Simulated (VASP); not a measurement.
# SnSe in VASP: notebook

Aim: see how the results for SnSe move with the level of theory and the settings. Levels: LDA, r2SCAN, PBE. Tasks: electric field gradients.

All numbers are computed with VASP 6.6.1; they aren't measurements. Logs are shortened: lines on timing, memory, paths and dates and some standing lists are left out, and cuts for length are marked.

### 1 The cell of the first run

The structure is cubic, space group Fm-3m (No. 225). The conventional cell has a = 6.020 Å, b = 6.020 Å, c = 6.020 Å, α = 90.00°, β = 90.00°, γ = 90.00°. Sn (site symmetry m-3m) has 6 Se at 3.01 Å within 4.0 Å. Within 4.0 Å of Se (site symmetry m-3m) lie 6 Sn at 3.01 Å.

### 2 Electric field gradients, LDA

Contents of INCAR:

```
PREC = Accurate ; ENCUT = 520
EDIFF = 1E-8 ; ISMEAR = -1
SIGMA = 0.02 ; LREAL = False
LASPH = True ; NELM = 100
ALGO = Normal ; ISIF = 2
LWAVE = False ; LCHARG = False
GGA = CA ; LEFG = True
NBANDS = 17
```

Contents of KPOINTS:

```
Automatic mesh
0
Gamma
  9 9 9
```

Contents of POSCAR:

```
SnSe
1.0
    0.0000000000      3.0100000000      3.0100000000
    3.0100000000      0.0000000000      3.0100000000
    3.0100000000      3.0100000000      0.0000000000
Sn Se
1 1
Direct
    0.0000000000      0.0000000000      0.0000000000
    0.5000000000      0.5000000000      0.5000000000
```

Potentials or basis: VASP PAW LDA potentials, release 64 (Sn_d, Se).

Run with:

```sh
$ cat potpaw_LDA.64/Sn_d/POTCAR potpaw_LDA.64/Se/POTCAR > POTCAR
$ mpirun -np 1 vasp_std > vasp.out
```

OUTCAR:

```text
PREC = Accurate
   ENCUT = 520
   EDIFF = 1E-8
   ISMEAR = -1
   LREAL = False
   LASPH = True
   NELM = 100
   ISIF = 2
   GGA = CA

 ion  position               nearest neighbor table
   1  0.000  0.000  0.000-   2 3.01   2 3.01   2 3.01   2 3.01   2 3.01   2 3.01
   2  0.500  0.500  0.500-   1 3.01   1 3.01   1 3.01   1 3.01   1 3.01   1 3.01

  LATTYP: Found a face centered cubic cell.
 ALAT       =     6.0200000000

  Lattice vectors:

 A1 = (   0.0000000000,   3.0100000000,   3.0100000000)
 A2 = (   3.0100000000,   0.0000000000,   3.0100000000)
 A3 = (   3.0100000000,   3.0100000000,   0.0000000000)

Analysis of symmetry for initial positions (statically):
=====================================================================
 Subroutine PRICEL returns:
 Original cell was already a primitive cell.

 Routine SETGRP: Setting up the symmetry group for a
 face centered cubic supercell.

 Subroutine GETGRP returns: Found 48 space group operations
 (whereof 48 operations were pure point group operations)
 out of a pool of 48 trial point group operations.

The static configuration has the point symmetry O_h .

Analysis of symmetry for dynamics (positions and initial velocities):
=====================================================================
 Subroutine PRICEL returns:
 Original cell was already a primitive cell.

 Routine SETGRP: Setting up the symmetry group for a
 face centered cubic supercell.

 Subroutine GETGRP returns: Found 48 space group operations
 (whereof 48 operations were pure point group operations)
 out of a pool of 48 trial point group operations.

The dynamic configuration has the point symmetry O_h .

 Subroutine INISYM returns: Found 48 space group operations
 (whereof 48 operations are pure point group operations),
 and found     1 'primitive' translations

----------------------------------------------------------------------------------------

                                     Primitive cell

  volume of cell :      54.5418

  direct lattice vectors                    reciprocal lattice vectors
     0.000000000  3.010000000  3.010000000    -0.166112957  0.166112957  0.166112957
     3.010000000  0.000000000  3.010000000     0.166112957 -0.166112957  0.166112957
[... 124 lines left out ...]
 Free energy of the ion-electron system (eV)
  ---------------------------------------------------
  ext. energy  EPLUGINS =         0.00000000
  ---------------------------------------------------
  free energy    TOTEN  =        -9.46944488 eV

  energy without entropy =       -9.46944485  energy(sigma->0) =       -9.46944487

 E-fermi :   5.6052     XC(G=0):  -9.8812

 val. band max:        5.3200228657   @ k =  -0.3333   0.1111   0.0000
 cond. band min:       5.8902976433   @ k =  -0.3333   0.1111   0.0000
 fundamental gap:      0.5702747776
 Fermi energy:         5.6052178459

 k-point     1 :       0.0000    0.0000    0.0000
  band No.  band energies     occupation
      1     -16.0696      2.00000
      2     -16.0696      2.00000
      3     -16.0677      2.00000
      4     -16.0677      2.00000
      5     -16.0677      2.00000
      6      -8.4408      2.00000
[... 457 lines left out ...]
      4     -16.0502      2.00000
      5     -16.0502      2.00000
      6      -7.2709      2.00000
[... 9 lines left out ...]
     16      17.0141      0.00000
     17      18.0454      0.00000

 [... further k-points ...]

------------------------ aborting loop because EDIFF is reached ----------------------------------------

  FORCE on cell =-STRESS in cart. coord.  units (eV):
  Direction    XX          YY          ZZ          XY          YZ          ZX
  --------------------------------------------------------------------------------------
  -------------------------------------------------------------------------------------
  Total       -1.0849239     -1.0849239     -1.0849239      0.0000000      0.0000000     -0.0000000
  in kB      -31.8698771    -31.8698771    -31.8698771      0.0000000      0.0000000     -0.0000000
  external PRESSURE =     -31.8698771 kB  Pullay stress =       0.0000000 kB

 VOLUME and BASIS-vectors are now :
 -----------------------------------------------------------------------------
  energy-cutoff  :      520.00
  volume of cell :       54.54
      direct lattice vectors                 reciprocal lattice vectors
     0.000000000  3.010000000  3.010000000    -0.166112957  0.166112957  0.166112957
     3.010000000  0.000000000  3.010000000     0.166112957 -0.166112957  0.166112957
     3.010000000  3.010000000  0.000000000     0.166112957  0.166112957 -0.166112957

 POSITION                                       TOTAL-FORCE (eV/Angst)
 -----------------------------------------------------------------------------------
      0.00000      0.00000      0.00000        -0.000000      0.000000     -0.000000
      3.01000      3.01000      3.01000         0.000000     -0.000000      0.000000
 -----------------------------------------------------------------------------------
    total drift:                                0.000000     -0.000000     -0.000000

  FREE ENERGIE OF THE ION-ELECTRON SYSTEM (eV)
  ---------------------------------------------------
  free  energy   TOTEN  =        -9.4694448805 eV

  energy  without entropy=       -9.4694448546  energy(sigma->0) =       -9.46944487

 Electric field gradients (V/A^2)
---------------------------------------------------------------------
 ion       V_xx      V_yy      V_zz      V_xy      V_xz      V_yz
---------------------------------------------------------------------
   1       0.000    -0.000    -0.000     0.002     0.002     0.002
   2      -0.000    -0.000    -0.000     0.000     0.000     0.000
---------------------------------------------------------------------

 Electric field gradients after diagonalization (V/A^2)
 (convention: |V_zz| > |V_xx| > |V_yy|)
----------------------------------------------------------------------
 ion       V_xx      V_yy      V_zz     asymmetry (V_yy - V_xx)/ V_zz
----------------------------------------------------------------------
   1      -0.002    -0.002     0.003       0.000
   2      -0.000    -0.000     0.000       0.000
----------------------------------------------------------------------

           NMR quadrupolar parameters

 Cq : quadrupolar parameter    Cq=e*Q*V_zz/h
 eta: asymmetry parameters     (V_yy - V_xx)/ V_zz
 Q  : nuclear electric quadrupole moment in mb (millibarn)
----------------------------------------------------------------------
 ion       Cq(MHz)       eta       Q (mb)
----------------------------------------------------------------------
   1       0.000       0.000       1.000
   2       0.000       0.000       1.000
----------------------------------------------------------------------
```

stdout:

```text
POSCAR found type information on POSCAR SnSe
 POSCAR found :  2 types and       2 ions
 scaLAPACK will be used
 LDA part: xc-table for (Slater(with rela. corr.)+CA(PZ))
 , standard interpolation
 POSCAR, INCAR and KPOINTS ok, starting setup
 FFT: planning ... GRIDC
 FFT: planning ... GRID_SOFT
 FFT: planning ... GRID
 WAVECAR not read
 entering main loop
ion   1

ion   2
```

Wall time 14 s (1 thread of Intel Xeon 6975P-C (Granite Rapids), shared host); peak memory 0.16 GiB.

Results:

```yaml
Free_energy: -9.4694 eV
Pressure: -3.2 GPa
```

Caveat: this odd mesh misses L, where the gap lies, so gap, dielectric constants and Born charges aren't listed; without QUAD_EFG the Cq values of the log hold for a quadrupole moment of 1 mb, not for the nuclei; spin-orbit coupling is left out, which moves the levels of the heavy elements.

### 3 Electric field gradients, r2SCAN

POSCAR is that of step 2.

Contents of INCAR.step1:

```
PREC = Accurate ; ENCUT = 520
ISMEAR = -1 ; SIGMA = 0.02
LREAL = F ; LASPH = T
NELM = 80 ; NBANDS = 17
GGA = PE ; ALGO = Normal
EDIFF = 1E-4 ; LWAVE = T
LCHARG = F
```

Contents of INCAR.step2:

```
PREC = Accurate ; ENCUT = 520
EDIFF = 1E-8 ; ISMEAR = -1
SIGMA = 0.02 ; LREAL = F
LASPH = T ; NELM = 80
ALGO = Normal ; ISIF = 2
LWAVE = F ; LCHARG = F
METAGGA = R2SCAN ; LMIXTAU = T
LEFG = T ; NBANDS = 17
ISTART = 1
```

Contents of KPOINTS:

```
regular mesh
0
Gamma
  9 9 9
```

Potentials or basis: VASP PAW PBE potentials, release 64 (Sn_d, Se).

Run with:

```sh
$ cat potpaw_PBE.64/Sn_d/POTCAR potpaw_PBE.64/Se/POTCAR > POTCAR
$ cp INCAR.step1 INCAR
$ mpirun -np 1 vasp_std > vasp.out
$ cp INCAR.step2 INCAR
$ mpirun -np 1 vasp_std > vasp.out
```

OUTCAR:

```text
PREC = Accurate
   ENCUT = 520
   EDIFF = 1E-8
   ISMEAR = -1
   LREAL = F
   LASPH = T
   NELM = 80
   ISIF = 2
   METAGGA = R2SCAN
   ISTART = 1

 ion  position               nearest neighbor table
   1  0.000  0.000  0.000-   2 3.01   2 3.01   2 3.01   2 3.01   2 3.01   2 3.01
   2  0.500  0.500  0.500-   1 3.01   1 3.01   1 3.01   1 3.01   1 3.01   1 3.01

  LATTYP: Found a face centered cubic cell.
 ALAT       =     6.0200000000

  Lattice vectors:

 A1 = (   0.0000000000,   3.0100000000,   3.0100000000)
 A2 = (   3.0100000000,   0.0000000000,   3.0100000000)
[... 691 lines left out ...]
  ---------------------------------------------------
  free  energy   TOTEN  =       -39.8756116113 eV

  energy  without entropy=      -39.8756116102  energy(sigma->0) =      -39.87561161

 Electric field gradients (V/A^2)
---------------------------------------------------------------------
 ion       V_xx      V_yy      V_zz      V_xy      V_xz      V_yz
---------------------------------------------------------------------
   1       0.000     0.000    -0.000     0.002     0.002     0.002
   2      -0.000    -0.000     0.000    -0.000    -0.000    -0.000
---------------------------------------------------------------------

 Electric field gradients after diagonalization (V/A^2)
 (convention: |V_zz| > |V_xx| > |V_yy|)
----------------------------------------------------------------------
 ion       V_xx      V_yy      V_zz     asymmetry (V_yy - V_xx)/ V_zz
----------------------------------------------------------------------
   1      -0.002    -0.002     0.003       0.000
   2       0.000     0.000    -0.000       0.000
----------------------------------------------------------------------

           NMR quadrupolar parameters

 Cq : quadrupolar parameter    Cq=e*Q*V_zz/h
 eta: asymmetry parameters     (V_yy - V_xx)/ V_zz
 Q  : nuclear electric quadrupole moment in mb (millibarn)
----------------------------------------------------------------------
 ion       Cq(MHz)       eta       Q (mb)
----------------------------------------------------------------------
   1       0.000       0.000       1.000
   2      -0.000       0.000       1.000
----------------------------------------------------------------------
```

OUTCAR.step1:

```text
PREC = Accurate
   ENCUT = 520
   ISMEAR = -1
   LREAL = F
   LASPH = T
   NELM = 80
[... 698 lines left out ...]
 -----------------------------------------------------------------------------------
      0.00000      0.00000      0.00000         0.000000      0.000000      0.000000
      3.01000      3.01000      3.01000        -0.000000     -0.000000     -0.000000
 -----------------------------------------------------------------------------------
    total drift:                                0.000000     -0.000000     -0.000000

  FREE ENERGIE OF THE ION-ELECTRON SYSTEM (eV)
  ---------------------------------------------------
  free  energy   TOTEN  =        -8.2141857446 eV

  energy  without entropy=       -8.2141857374  energy(sigma->0) =       -8.21418574
```

Run time: 78 s. Hardware: 1 thread of Intel Xeon 6975P-C (Granite Rapids), shared host; peak memory 0.19 GiB.

What came out:

```yaml
Free_energy: -39.8756 eV
Pressure: 0.0 GPa
```

Caveat: this odd mesh misses L, where the gap lies, so gap, dielectric constants and Born charges aren't listed; without QUAD_EFG the Cq values of the log hold for a quadrupole moment of 1 mb, not for the nuclei; the PAW data sets were made with another functional, which shifts forces and pressure a little; spin-orbit coupling is left out, which moves the levels of the heavy elements.

### 4 Electric field gradients, PBE (z stretched by +1.5 % at fixed volume)

Contents of INCAR:

```
  PREC = Accurate
  ENCUT = 520
  EDIFF = 1E-8
  ISMEAR = -1
  SIGMA = 0.02
  LREAL = False
  LASPH = True
  NELM = 80
  ALGO = Normal
  ISIF = 2
  LWAVE = False
  LCHARG = False
  GGA = PE
  LEFG = True
  NBANDS = 17
```

KPOINTS is that of step 3.

Contents of POSCAR:

```
SnSe
1.0
    0.0000000000      2.9876758353      3.0551500000
    2.9876758353      0.0000000000      3.0551500000
    2.9876758353      2.9876758353      0.0000000000
Sn Se
1 1
Direct
    0.0000000000      0.0000000000      0.0000000000
    0.5000000000      0.5000000000      0.5000000000
```

Potentials or basis: VASP PAW PBE potentials, release 64 (Sn_d, Se).

Run with:

```sh
$ cat potpaw_PBE.64/Sn_d/POTCAR potpaw_PBE.64/Se/POTCAR > POTCAR
$ mpirun -np 1 vasp_std > vasp.out
```

OUTCAR:

```text
PREC = Accurate
   ENCUT = 520
   EDIFF = 1E-8
   ISMEAR = -1
   LREAL = False
   LASPH = True
   NELM = 80
   ISIF = 2
   GGA = PE

 ion  position               nearest neighbor table
   1  0.000  0.000  0.000-   2 2.99   2 2.99   2 2.99   2 2.99   2 3.06   2 3.06
   2  0.500  0.500  0.500-   1 2.99   1 2.99   1 2.99   1 2.99   1 3.06   1 3.06

  LATTYP: Found a body centered tetragonal cell.
 ALAT       =     4.2252116863
 C/A-ratio  =     1.4461523951

  Lattice vectors:

 A1 = (  -2.9876758353,   0.0000000000,   3.0551500000)
 A2 = (   2.9876758353,   0.0000000000,   3.0551500000)
 A3 = (   0.0000000000,   2.9876758353,  -3.0551500000)

Analysis of symmetry for initial positions (statically):
=====================================================================
 Subroutine PRICEL returns:
 Original cell was already a primitive cell.

 Routine SETGRP: Setting up the symmetry group for a
 body centered tetragonal supercell.

 Subroutine GETGRP returns: Found 16 space group operations
 (whereof 16 operations were pure point group operations)
 out of a pool of 16 trial point group operations.

The static configuration has the point symmetry D_4h.

Analysis of symmetry for dynamics (positions and initial velocities):
=====================================================================
 Subroutine PRICEL returns:
 Original cell was already a primitive cell.

 Routine SETGRP: Setting up the symmetry group for a
 body centered tetragonal supercell.

 Subroutine GETGRP returns: Found 16 space group operations
 (whereof 16 operations were pure point group operations)
 out of a pool of 16 trial point group operations.

[... 151 lines left out ...]
 fundamental gap:      0.5212753293
 Fermi energy:         5.8565022563

 k-point     1 :       0.0000    0.0000    0.0000
  band No.  band energies     occupation
      1     -16.0193      2.00000
      2     -16.0182      2.00000
      3     -16.0182      2.00000
      4     -16.0110      2.00000
      5     -16.0081      2.00000
      6      -8.2768      2.00000
[... 457 lines left out ...]
      4     -16.0021      2.00000
      5     -16.0014      2.00000
      6      -7.1679      2.00000
[... 9 lines left out ...]
     16      17.3037      0.00000
     17      18.2301      0.00000

 [... further k-points ...]
[... 5 lines left out ...]
  --------------------------------------------------------------------------------------
  -------------------------------------------------------------------------------------
  Total        0.6726857      0.6726857     -0.2202127      0.0000000      0.0000000      0.0000000
  in kB       19.7602886     19.7602886     -6.4687971      0.0000000      0.0000000      0.0000000
  external PRESSURE =      11.0172600 kB  Pullay stress =       0.0000000 kB

 VOLUME and BASIS-vectors are now :
 -----------------------------------------------------------------------------
  energy-cutoff  :      520.00
  volume of cell :       54.54
      direct lattice vectors                 reciprocal lattice vectors
     0.000000000  2.987675835  3.055150000    -0.167354167  0.167354167  0.163658086
     2.987675835  0.000000000  3.055150000     0.167354167 -0.167354167  0.163658086
     2.987675835  2.987675835  0.000000000     0.167354167  0.167354167 -0.163658086

 POSITION                                       TOTAL-FORCE (eV/Angst)
 -----------------------------------------------------------------------------------
      0.00000      0.00000      0.00000        -0.000000     -0.000000      0.000000
      2.98768      2.98768      3.05515         0.000000      0.000000     -0.000000
 -----------------------------------------------------------------------------------
    total drift:                                0.000000     -0.000000     -0.000000

  FREE ENERGIE OF THE ION-ELECTRON SYSTEM (eV)
  ---------------------------------------------------
  free  energy   TOTEN  =        -8.2074413141 eV

  energy  without entropy=       -8.2074412748  energy(sigma->0) =       -8.20744129

 Electric field gradients (V/A^2)
---------------------------------------------------------------------
 ion       V_xx      V_yy      V_zz      V_xy      V_xz      V_yz
---------------------------------------------------------------------
   1     -15.490   -15.490    30.980     0.002     0.001     0.001
   2      -1.434    -1.434     2.869    -0.000    -0.000    -0.000
---------------------------------------------------------------------

 Electric field gradients after diagonalization (V/A^2)
 (convention: |V_zz| > |V_xx| > |V_yy|)
----------------------------------------------------------------------
 ion       V_xx      V_yy      V_zz     asymmetry (V_yy - V_xx)/ V_zz
----------------------------------------------------------------------
   1     -15.493   -15.488    30.980       0.000
   2      -1.434    -1.434     2.869       0.000
----------------------------------------------------------------------

           NMR quadrupolar parameters

 Cq : quadrupolar parameter    Cq=e*Q*V_zz/h
 eta: asymmetry parameters     (V_yy - V_xx)/ V_zz
 Q  : nuclear electric quadrupole moment in mb (millibarn)
----------------------------------------------------------------------
 ion       Cq(MHz)       eta       Q (mb)
----------------------------------------------------------------------
   1       0.075       0.000       1.000
   2       0.007       0.000       1.000
----------------------------------------------------------------------
```

stdout:

```text
POSCAR found type information on POSCAR SnSe
 POSCAR found :  2 types and       2 ions
 scaLAPACK will be used
 LDA part: xc-table for (Slater+PW92), standard interpolation
 POSCAR, INCAR and KPOINTS ok, starting setup
 FFT: planning ... GRIDC
 FFT: planning ... GRID_SOFT
 FFT: planning ... GRID
 WAVECAR not read
 entering main loop
ion   1

ion   2
```

Run time: 23 s. Hardware: 1 thread of Intel Xeon 6975P-C (Granite Rapids), shared host; peak memory 0.22 GiB.

Results:

| Property | Result |
| --- | --- |
| Free energy | -8.2074 eV |
| Pressure | 1.1 GPa |
| Band gap on the k mesh | 0.52 eV, indirect (least direct gap 0.57 eV) |

Electric field gradients, principal values (V/Å²):
```
atom    least   middle  greatest (by size)
1 Sn  -15.488  -15.493              30.980
2 Se   -1.434   -1.434               2.869
```

Caveat: without QUAD_EFG the Cq values of the log hold for a quadrupole moment of 1 mb, not for the nuclei; spin-orbit coupling is left out, which moves the levels of the heavy elements. A k mesh can miss the band edges.

### 5 Overview

| level | potentials or basis | cell | pressure (GPa) |
| --- | --- | --- | --- |
| LDA | VASP PAW LDA potentials, release 64 (Sn_d, Se) | a = 4.257 Å, angles 60.0°, 2 atoms | -3.2 |
| r2SCAN | VASP PAW PBE potentials, release 64 (Sn_d, Se) | a = 4.257 Å, angles 60.0°, 2 atoms | 0.0 |
| PBE | VASP PAW PBE potentials, release 64 (Sn_d, Se) | a = 4.273, b = 4.273, c = 4.225 Å, angles 60.4, 60.4, 59.3°, 2 atoms | 1.1 |

Alike in all rows: task electric field gradients; no spin polarisation; k mesh 9 × 9 × 9; cutoff (eV) 520; smearing fermi-dirac 0.02 eV.

Caveats: spin-orbit coupling is left out, which moves the levels of the heavy elements; the PAW data sets were made with another functional, which shifts forces and pressure a little (some runs).

Total energies depend on the potentials used, so only differences within one code and one set of settings carry meaning.
